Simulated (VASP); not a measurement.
**RbNaAs: relaxation of cell and atoms with PBE**

Crystal: RbNaAs.

```
Rb As Na
1.0
     2.14359    3.71280    0.00000
    -2.14359    3.71280    0.00000
     0.00000    0.00000   12.56361
Rb As Na
2 2 2
Direct
  0.00000 0.00000 0.35787
  0.00000 0.00000 0.85787
  0.33333 0.33334 0.47370
  0.66667 0.66666 0.97370
  0.66667 0.66666 0.64370
  0.33333 0.33334 0.14370
```

| Item | Value |
| --- | --- |
| Program | VASP 6.6.1 |
| Task | relaxation of cell and atoms |
| Functional | PBE |
| Potentials or basis | VASP PAW PBE potentials, release 64 (Rb_sv, As, Na_pv) |
| Cutoff | 500 eV |
| k mesh | 5 × 5 × 2, shifted |
| Occupations | gaussian, width 0.161 eV |
| Spin | no spin polarisation |
| Dipole correction | no |
| Further INCAR settings | ALGO = Normal; EDIFF = 1e-07; ISYM = 0; IBRION = 2; EDIFFG = -0.01; NSW = 60; ISIF = 3 |

```
Relaxed volume                        : 32.35 Å³/atom
Relaxed cell                          : a = 5.390 Å, b = 5.390 Å, c = 7.715 Å, α = 90.00°, β = 90.00°, γ = 60.00°
Space group after relaxing (to 0.1 Å) : P6_3/mmc (No. 194)
Energy gained by relaxing             : 572.5 meV/atom
Ionic steps                           : 21
Pressure after relaxing               : 0.0 GPa
Largest force after relaxing          : 0.010 eV/Å
Band gap on the k mesh                : zero (bands 21 and 22 overlap by 0.16 eV)
```

Forces on the atoms (eV/Å):
```
Rb   0.000  0.000  0.010
Rb   0.000  0.000  0.009
As   0.000  0.000 -0.005
As   0.000  0.000 -0.005
Na   0.000  0.000 -0.004
Na   0.000  0.000 -0.004
```

The path:
```
step  energy change (eV)  largest force (eV/Å)  pressure (GPa)  volume (Å³)
   1              0.0000                2.6890            5.58       199.98
   2             -1.5818                1.3192            0.51       235.20
   3             -1.8292                0.9386           -0.74       252.75
   4             -1.8022                0.8523           -2.05       290.07
   5             -1.8863                0.8839           -1.50       269.44
   6             -2.2530                0.7528           -1.30       258.40
   7             -2.9342                0.4917           -0.05       224.95
   8             -2.6658                0.5179            6.55       156.56
   9             -2.9638                0.5508            2.78       186.81
  10             -3.2249                0.3441            1.44       192.26
  11             -3.4063                0.1158           -0.34       200.55
  12             -3.4073                0.1073           -0.42       200.94
  13             -3.4180                0.0872           -0.31       198.53
  14             -3.4322                0.0268            0.08       191.33
  15             -3.4329                0.0191            0.03       191.87
  16             -3.4333                0.0102           -0.05       192.75
  17             -3.4339                0.0126            0.00       192.50
  18             -3.4340                0.0189            0.04       192.32
  19             -3.4344                0.0174            0.01       192.89
  20             -3.4348                0.0131           -0.06       194.35
  21             -3.4350                0.0097           -0.01       194.12
```

Final structure:
```
Rb As Na
1.0
     2.69516    4.66814    0.00000
    -2.69514    4.66813    0.00000
     0.00000    0.00000    7.71460
Rb As Na
2 2 2
Cartesian
  0.0000 0.0000 2.5022
  0.0000 9.3363 6.3596
  0.0000 3.1121 4.4380
  0.0000 6.2242 0.5808
  0.0000 6.2242 4.4408
  0.0000 3.1121 0.5836
```

Levels at points of the mesh, in eV from the Fermi level:
```csv
k point,band 18,band 19,band 20,band 21,band 22,band 23,band 24,band 25
"(0.10, 0.10, 0.25)",-0.39,-0.38,-0.35,0.09,0.31,2.46,3.27,4.12
```

Run time: 81 min on 1 thread of Intel(R) Xeon(R) Platinum 8259CL CPU @ 2.50GHz (Skylake/Cascade Lake) (shared host), peak memory 0.56 GiB.

Caveat: a cell axis changed by over 15 % at a fixed basis, so the end point is rough.
